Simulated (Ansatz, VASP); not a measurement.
# V2S: VASP beside Ansatz

File INCAR:

```
PREC = Accurate
ENCUT = 600
EDIFF = 1E-7
ISMEAR = 0
SIGMA = 0.1
LREAL = False
LASPH = True
NELM = 150
ALGO = Normal
ISIF = 3
LWAVE = False
LCHARG = False
ISPIN = 2
MAGMOM = 1.02 1.02 1.02 1.02 0 0
LORBIT = 11
LMAXMIX = 4
GGA = PE
IBRION = 2
NSW = 90
EDIFFG = -0.04
```

Contents of KPOINTS:

```
regular mesh
0
Gamma
  4 4 4
```

The input POSCAR:

```
V2S
1.0
    4.7301305265      0.0000000000      0.0000000000
    0.0000000000      4.7301305265      0.0000000000
    0.0000000000      0.0000000000      4.7301305265
V S
4 2
Direct
    0.2500000000      0.2500000000      0.2500000000
    0.2500000000      0.7500000000      0.7500000000
    0.7500000000      0.7500000000      0.2500000000
    0.7500000000      0.2500000000      0.7500000000
    0.0000000000      0.0000000000      0.0000000000
    0.5000000000      0.5000000000      0.5000000000
```

Input for Ansatz:

```yaml
crystal:
  lattice:
    - [4.7301305265, 0.0, 0.0]
    - [0.0, 4.7301305265, 0.0]
    - [0.0, 0.0, 4.7301305265]
  atoms:
    - { symbol: V, position: [0.25, 0.25, 0.25], spin: 1.02 }
    - { symbol: V, position: [0.25, 0.75, 0.75], spin: 1.02 }
    - { symbol: V, position: [0.75, 0.75, 0.25], spin: 1.02 }
    - { symbol: V, position: [0.75, 0.25, 0.75], spin: 1.02 }
    - { symbol: S, position: [0.0, 0.0, 0.0] }
    - { symbol: S, position: [0.5, 0.5, 0.5] }
basis:
  ecutwfc: 420
kpoints:
  mp_grid: { grid: [4, 4, 4] }
hamiltonian:
  xc: pbe
scf:
  occupations: { method: gaussian, width: 0.1 }
  lower_state_search: "off"
output:
  forces: true
  stress: true
  eigenvalues: true
  populations: true
magnetization:
  spin_polarized: true
relax:
  adjacent_minimum: "off"
  f_tol: 0.04
  max_steps: 70
  cell: { stress_tol: 0.4 }
```

Alike in both runs: task relaxation of cell and atoms; functional PBE; k mesh 4 × 4 × 4; occupations gaussian, width 0.1 eV; collinear spin.

|  | VASP | Ansatz |
| --- | --- | --- |
| version | VASP 6.6.1 | Ansatz 0.2.0 |
| potentials or method | VASP PAW PBE potentials, release 64 (V_sv, S), cutoff 600 eV | scalar-relativistic, plane waves, PAW |
| valence electrons in the cell | 64 | 64 |

```tsv
	VASP	Ansatz	Ansatz less VASP
gap on the k mesh at the Fermi level, each at its own relaxed structure (eV)	none	none	-
net moment per atom (μB)	1.20	1.19	-0.012
size of the moment on the site where the two differ most (μB)	1.55	1.29	-0.255
relaxed volume (Å³/atom)	21.22	21.09	-0.137
relaxed length of the cell vector where the two differ most in proportion (Å)	5.031	5.020	-0.0109
```

Site moments also hang on the region over which each program counts them. A gap of «none» marks a metal or a gap that the smearing closes.

Noted on VASP's run: the volume moved by over 15 % at a fixed basis, so the end points are rough.
